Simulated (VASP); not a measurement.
# Be2Ag (P1) in VASP: single point with LDA

Aim: the single point of Be2Ag with LDA.

Program: VASP 6.6.1. These are calculated values, not measurements. Logs are shortened: lines on timing, memory, paths and dates and some standing lists are left out, and cuts for length are marked.

## 1. The cell of the first run

The typed cell holds 6 atoms: a = 4.437 Å, b = 4.453 Å, c = 4.520 Å, α = 61.75°, β = 61.43°, γ = 60.19°.

## 2. Single point, LDA

Input file POSCAR:

```
Be2Ag
1.0
   -0.0218578800      3.1197820900      3.1554456700
    3.1254439300     -0.0376532000      3.1712410000
    3.1903706300      3.2005051100     -0.1025809000
Ag Be
2 4
Direct
    0.0128200000      0.9986000000      0.9975160000
    0.2569660000      0.2385700000      0.2463550000
    0.6217680000      0.6334420000      0.6187000000
    0.1338860000      0.6218070000      0.6146960000
    0.6264650000      0.6223070000      0.1258160000
    0.6315510000      0.1222790000      0.6152990000
```

Input file INCAR.step1:

```
SYSTEM = Be2Ag
PREC = Accurate
ENCUT = 520
EDIFF = 1E-6
ISMEAR = 0
SIGMA = 0.2394
LREAL = .False.
LASPH = .True.
NELM = 100
ALGO = Normal
ISIF = 2
LWAVE = .False.
LCHARG = .True.
LMAXMIX = 4
GGA = CA
NBANDS = 24
```

Input file KPOINTS.step1:

```
Automatic mesh
0
Gamma
  5 5 5
  0 0 0
```

Input file INCAR.step2:

```
SYSTEM = Be2Ag
PREC = Accurate
ENCUT = 520
EDIFF = 1E-6
ISMEAR = -5
SIGMA = 0.2394
LREAL = .False.
LASPH = .True.
NELM = 100
ALGO = Normal
ISIF = 2
LWAVE = .False.
LCHARG = .False.
LMAXMIX = 4
GGA = CA
LORBIT = 10
NEDOS = 1001
ICHARG = 11
```

Input file KPOINTS.step2:

```
Automatic mesh
0
Gamma
  8 8 8
  0 0 0
```

Potentials or basis: VASP PAW LDA potentials, release 64 (Ag, Be).

On the command line:

```bash
$ cat potpaw_LDA.64/Ag/POTCAR potpaw_LDA.64/Be/POTCAR > POTCAR
$ cp INCAR.step1 INCAR
$ cp KPOINTS.step1 KPOINTS
$ mpirun -np 1 vasp_std > vasp.out
$ cp INCAR.step2 INCAR
$ cp KPOINTS.step2 KPOINTS
$ mpirun -np 1 vasp_std > vasp.out
```

OUTCAR:

```text
SYSTEM = Be2Ag
   PREC = Accurate
   ENCUT = 520
   EDIFF = 1E-6
   ISMEAR = -5
   LREAL = .False.
   LASPH = .True.
   NELM = 100
   ISIF = 2
   GGA = CA
   LORBIT = 10
   ICHARG = 11

 ion  position               nearest neighbor table
   1  0.013  0.999  0.998-   5 2.57   3 2.59   5 2.61   6 2.63   6 2.64   4 2.64   4 2.65   2 2.65
                             4 2.66   5 2.66   6 2.67   3 2.71   3 2.71   2 2.76   2 2.79   2 2.84
   2  0.257  0.239  0.246-   5 2.57   3 2.59   6 2.61   5 2.62   4 2.62   4 2.63   6 2.63   5 2.64
                             1 2.65   6 2.68   3 2.68   4 2.70   3 2.73   1 2.76   1 2.79   1 2.84
   3  0.622  0.633  0.619-   6 2.19   4 2.20   4 2.24   5 2.24   6 2.26   5 2.28   2 2.59   1 2.59
                             2 2.68   1 2.71   1 2.71   2 2.73
   4  0.134  0.622  0.615-   3 2.20   6 2.22   6 2.24   3 2.24   5 2.25   5 2.33   2 2.62   2 2.63
                             1 2.64   1 2.65   1 2.66   2 2.70
   5  0.626  0.622  0.126-   3 2.24   4 2.25   6 2.28   3 2.28   6 2.33   4 2.33   2 2.57   1 2.57
                             1 2.61   2 2.62   2 2.64   1 2.66
   6  0.632  0.122  0.615-   3 2.19   4 2.22   4 2.24   3 2.26   5 2.28   5 2.33   2 2.61   1 2.63
                             2 2.63   1 2.64   1 2.67   2 2.68

  Warning from LATTYP: Got some problem with cell dimensions!
  Tried to take original basis but could not verify dimensions!
  LATTYP: Found a triclinic cell.
 ALAT       =     7.7009373088
 B/A-ratio  =     0.5789108414
 C/A-ratio  =     0.5869676902
 COS(alpha) =     0.0032726079
 COS(beta)  =     0.2774335853
 COS(gamma) =     0.8663822290

  Lattice vectors:

 A1 = (   3.1691596900,  -6.2772173800,  -3.1396503400)
 A2 = (   3.1473018100,  -3.1574352900,   0.0157953300)
 A3 = (  -3.1903706300,  -3.2005051100,   0.1025809000)

Analysis of symmetry for initial positions (statically):
=====================================================================
 Subroutine PRICEL returns:
 Original cell was already a primitive cell.

 Routine SETGRP: Setting up the symmetry group for a
 triclinic supercell.

 Subroutine GETGRP returns: Found  1 space group operations
 (whereof  1 operations were pure point group operations)
 out of a pool of  2 trial point group operations.

The static configuration has the point symmetry C_1 .

Analysis of symmetry for dynamics (positions and initial velocities):
=====================================================================
 Subroutine PRICEL returns:
 Original cell was already a primitive cell.

 Routine SETGRP: Setting up the symmetry group for a
 triclinic supercell.

 Subroutine GETGRP returns: Found  1 space group operations
 (whereof  1 operations were pure point group operations)
 out of a pool of  2 trial point group operations.

The dynamic configuration has the point symmetry C_1 .

 Subroutine INISYM returns: Found  1 space group operations
 (whereof  1 operations are pure point group operations),
 and found     1 'primitive' translations

----------------------------------------------------------------------------------------

                                     Primitive cell

  volume of cell :      64.7292

  direct lattice vectors                    reciprocal lattice vectors
    -0.021857880  3.119782090  3.155445670    -0.156740942  0.161257213  0.156392048
     3.125443930 -0.037653200  3.171241000     0.160963760 -0.155490940  0.154848547
     3.190370630  3.200505110 -0.102580900     0.154681329  0.153431376 -0.150625776

  length of vectors
     4.437381596  4.452705582  4.520201385     0.273916199  0.272148557  0.264869072

  position of ions in fractional coordinates (direct lattice)
     0.012820000  0.998600000  0.997516000
     0.256966000  0.238570000  0.246355000
     0.621768000  0.633442000  0.618700000
     0.133886000  0.621807000  0.614696000
     0.626465000  0.622307000  0.125816000
     0.631551000  0.122279000  0.615299000

  ion indices of the primitive-cell ions
   primitive index   ion index
                 1           1
                 2           2
                 3           3
                 4           4
                 5           5
                 6           6

----------------------------------------------------------------------------------------

 KPOINTS: Automatic mesh

Automatic generation of k-mesh.
 Grid dimensions read from file:
 generate k-points for:    8    8    8

 Generating k-lattice:

  Cartesian coordinates                     Fractional coordinates (reciprocal lattice)
    -0.019592618  0.020157152  0.019549006     0.125000000 -0.000000000  0.000000000
     0.020120470 -0.019436368  0.019356068    -0.000000000  0.125000000 -0.000000000
     0.019335166  0.019178922 -0.018828222    -0.000000000  0.000000000  0.125000000

  Length of vectors
     0.034239525  0.034018570  0.033108634

  Shift w.r.t. Gamma in fractional coordinates (k-lattice)
     0.000000000  0.000000000  0.000000000

 TETIRR: Found   1536 inequivalent tetrahedra from     3072

 Subroutine IBZKPT returns following result:
 ===========================================

 Found    260 irreducible k-points:

 Following reciprocal coordinates:
            Coordinates               Weight
  0.000000  0.000000  0.000000      1.000000
  0.125000 -0.000000 -0.000000      2.000000
  0.250000 -0.000000 -0.000000      2.000000
  0.375000 -0.000000 -0.000000      2.000000
  0.500000 -0.000000 -0.000000      1.000000
  0.000000  0.125000  0.000000      2.000000
[... 16 lines left out ...]
  0.125000  0.375000  0.000000      2.000000
  0.250000  0.375000  0.000000      2.000000
 [... further k-points ...]
   k-points           NKPTS =    260   k-points in BZ     NKDIM =    260   number of bands    NBANDS=     19
   number of dos      NEDOS =   1001   number of ions     NIONS =      6
   total plane-waves  NPLWV =  46656
   dimension x,y,z NGX =    36 NGY =   36 NGZ =   36
   dimension x,y,z NGXF=    72 NGYF=   72 NGZF=   72
   ions per type =               2   4
   NGX,Y,Z   is equivalent  to a cutoff of  13.49, 13.44, 13.24 a.u.
   NGXF,Y,Z  is equivalent  to a cutoff of  26.97, 26.88, 26.48 a.u.
 SYSTEM =  Be2Ag
   PREC   = accura    normal or accurate (medium, high low for compatibility)
   ISTART =      0    job   : 0-new  1-cont  2-samecut
   ICHARG =     11    charge: 1-file 2-atom 10-const
   ISPIN  =      1    spin polarized calculation?
   LNONCOLLINEAR =      F non collinear calculations
   LSORBIT =      F    spin-orbit coupling
   LASPH  =      T    aspherical Exc in radial PAW
   ENCUT  =  520.0 eV  38.22 Ry    6.18 a.u.   8.25  8.28  8.40*2*pi/ulx,y,z
   NELM   =    100;   NELMIN=  2; NELMDL=  0     # of ELM steps
   EDIFF  = 0.1E-05   stopping-criterion for ELM
   LREAL  =      F    real-space projection
   EDIFFG = 0.1E-04   stopping-criterion for IOM
   NSW    =      0    number of steps for IOM
   IBRION =     -1    ionic relax: 0-MD 1-quasi-New 2-CG
   NFREE  =      0    steps in history (QN), initial steepest desc. (CG)
   ISIF   =      2    stress and relaxation
   ISYM   =      2    0-nonsym 1-usesym 2-fastsym
   POTIM  = 0.5000    time-step for ionic-motion
   TEBEG  =    0.0;   TEEND  =   0.0 temperature during run
   PSTRESS=    0.0 pullay stress
   NELECT =      30.0000    total number of electrons
   NUPDOWN=      -1.0000    fix difference up-down
   EMIN   =  10.00;   EMAX   =-10.00  energy-range for DOS
   EFERMI =   0.00;   METHOD = LEGACY
   ISMEAR =    -5;   SIGMA  =   0.24  broadening in eV -4-tet -1-fermi 0-gaus
   EFERMI_NEDOS =   21; number of points for ismear=-14 and -15
   IALGO  =     38    algorithm
   IMIX   =      4    mixing-type and parameters
     AMIX     =   0.40;   BMIX     =  1.00
     AMIX_MAG =   1.60;   BMIX_MAG =  1.00
  volume/ion in A,a.u.               =      10.79        72.80
  Fermi-wavevector in a.u.,A,eV,Ry     =   1.266918  2.394128 21.838463  1.605082
  Thomas-Fermi vector in A             =   2.400094
   LORBIT       =     10    0 simple, 1 ext, 2 COOP (PROOUT), +10 PAW based schemes
   GGA     = CA    functional components
   LHFCALC =     F    Hartree Fock is set to
   AEXX    =    0.0000 exact exchange contribution
   IVDW    =     0    specifies the selected vdW correction
   LEPSILON=     F    determine dielectric tensor
   LRPA    =     F    only Hartree local field effects (RPA)
 non-spin polarized calculation
 Fermi weights with tetrahedron method with Bloechl corrections
  energy-cutoff  :      520.00
  volume of cell :       64.73
 maximum number of plane-waves:      1763
 NGX is ok and might be reduce to    36

 number of electron      30.0000000 magnetization

 Free energy of the ion-electron system (eV)
  ---------------------------------------------------
  ext. energy  EPLUGINS =         0.00000000
  ---------------------------------------------------
  free energy    TOTEN  =       -24.40877203 eV

  energy without entropy =      -24.40877203  energy(sigma->0) =      -24.40877203

 E-fermi :   7.9827     XC(G=0): -11.7424

 val. band max:        8.1798166949   @ k =  -0.1250   0.2500   0.0000
 cond. band min:       7.8347611212   @ k =   0.1250   0.5000   0.3750
 fundamental gap:     -0.3450555737
 Fermi energy:         7.9827193257

 k-point     1 :       0.0000    0.0000    0.0000
  band No.  band energies     occupation
      1      -1.9579      2.00000
      2       1.2319      2.00000
      3       1.2356      2.00000
      4       1.6596      2.00000
      5       1.7257      2.00000
      6       1.8125      2.00000
[... 11 lines left out ...]
     18      11.4805      0.00000
     19      11.5284      0.00000

 k-point     2 :       0.1250   -0.0000   -0.0000
  band No.  band energies     occupation
      1      -1.7974      2.00000
      2       1.2278      2.00000
      3       1.2422      2.00000
      4       1.6544      2.00000
      5       1.7213      2.00000
      6       1.8347      2.00000
[... 11 lines left out ...]
     18      11.1697      0.00000
     19      11.7225      0.00000

 k-point     3 :       0.2500   -0.0000   -0.0000
  band No.  band energies     occupation
      1      -1.3328      2.00000
      2       1.2310      2.00000
      3       1.2770      2.00000
      4       1.6337      2.00000
      5       1.6832      2.00000
      6       1.8100      2.00000
[... 11 lines left out ...]
     18      11.0407      0.00000
     19      12.0647      0.00000

 k-point     4 :       0.3750   -0.0000   -0.0000
  band No.  band energies     occupation
      1      -0.6282      2.00000
      2       1.0437      2.00000
      3       1.2617      2.00000
      4       1.3561      2.00000
      5       1.6867      2.00000
      6       1.7464      2.00000
[... 407 lines left out ...]
     18      11.3705      0.00000
     19      12.6997      0.00000

 k-point    23 :       0.1250    0.3750    0.0000
  band No.  band energies     occupation
      1      -0.7838      2.00000
      2       0.9547      2.00000
      3       1.3316      2.00000
      4       1.4312      2.00000
      5       1.6781      2.00000
      6       1.8499      2.00000
[... 11 lines left out ...]
     18      11.7697      0.00000
     19      12.5873      0.00000

 k-point    24 :       0.2500    0.3750    0.0000
  band No.  band energies     occupation
      1      -0.6416      2.00000
      2       0.7282      2.00000
      3       1.2698      2.00000
      4       1.6244      2.00000
      5       1.7243      2.00000
      6       1.8669      2.00000
[... 11 lines left out ...]
     18      12.5641      0.00000
     19      13.2273      0.00000

 [... further k-points ...]

------------------------ aborting loop because EDIFF is reached ----------------------------------------

  FORCE on cell =-STRESS in cart. coord.  units (eV):
  Direction    XX          YY          ZZ          XY          YZ          ZX
  --------------------------------------------------------------------------------------
  -------------------------------------------------------------------------------------
  Total       -2.1239916     -2.3183646     -3.0591599     -0.2448750      1.5783151      1.1693790
  in kB      -52.5730733    -57.3841956    -75.7203733     -6.0611507     39.0664785     28.9444863
  external PRESSURE =     -61.8925474 kB  Pullay stress =       0.0000000 kB

 VOLUME and BASIS-vectors are now :
 -----------------------------------------------------------------------------
  energy-cutoff  :      520.00
  volume of cell :       64.73
      direct lattice vectors                 reciprocal lattice vectors
    -0.021857880  3.119782090  3.155445670    -0.156740942  0.161257213  0.156392048
     3.125443930 -0.037653200  3.171241000     0.160963760 -0.155490940  0.154848547
     3.190370630  3.200505110 -0.102580900     0.154681329  0.153431376 -0.150625776

 POSITION                                       TOTAL-FORCE (eV/Angst)
 -----------------------------------------------------------------------------------
      6.30323      3.19495      3.10493        -0.338473     -0.380023     -0.266712
      1.52598      1.58116      1.54213         0.419207      0.169689      0.262441
      3.94008      3.89608      3.90729        -0.169805      0.185593     -0.082214
      3.90160      2.36162      2.33131         0.147692     -0.015797     -0.154912
      2.33269      2.33368      3.93736        -0.200152     -0.049392      0.164268
      2.33140      3.93496      2.31748         0.141532      0.089932      0.077128
 -----------------------------------------------------------------------------------
    total drift:                               -0.000441      0.002071      0.000579

  FREE ENERGIE OF THE ION-ELECTRON SYSTEM (eV)
  ---------------------------------------------------
  free  energy   TOTEN  =       -24.4087720302 eV

  energy  without entropy=      -24.4087720302  energy(sigma->0) =      -24.40877203

 total charge

# of ion       s       p       d       tot
------------------------------------------
    1        0.465   0.543   9.053  10.061
    2        0.466   0.545   9.052  10.064
    3        0.386   0.656   0.000   1.042
    4        0.382   0.654   0.000   1.036
    5        0.373   0.642   0.000   1.016
    6        0.380   0.652   0.000   1.032
--------------------------------------------------
tot          2.453   3.691  18.106  24.250
```

Wall time 2.3 min (1 thread of Intel Xeon Platinum 8488C (Sapphire Rapids), shared host); peak memory 0.4 GiB.

What came out:

```
Valence electrons inside the program's atomic spheres : Ag 10.06; Be 1.04, 1.02, 1.03 (each value once)
```

Caveat: tetrahedron occupations give inexact forces and stress in metals.
